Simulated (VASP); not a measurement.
SrCl2:

```xyz
3
Lattice="0.0000 3.4977 3.4977 3.4977 0.0000 3.4977 3.4977 3.4977 0.0000" Properties=species:S:1:pos:R:3 pbc="T T T"
Sr    0.0000    0.0000    0.0000
Cl    1.7488    1.7488    1.7488
Cl    5.2465    5.2465    5.2465
```

Program: VASP 6.6.1. Alike in all runs: task single point; no spin polarisation; cell as given; cutoff (eV) 520; smearing gaussian 0.01 eV.

Order these runs on this cell by their band gap on the k mesh, lowest first.
A. level PBE; potentials or basis VASP PAW PBE potentials, release 64 (Sr_sv, Cl); k mesh 4 × 4 × 4
B. level LDA; potentials or basis VASP PAW LDA potentials, release 64 (Sr_sv, Cl); k mesh 6 × 6 × 6
C. level r2SCAN; potentials or basis VASP PAW PBE potentials, release 64 (Sr_sv, Cl); k mesh 6 × 6 × 6

B (4.86 eV), A (5.31 eV), C (5.94 eV).

A k mesh can miss the band edges.
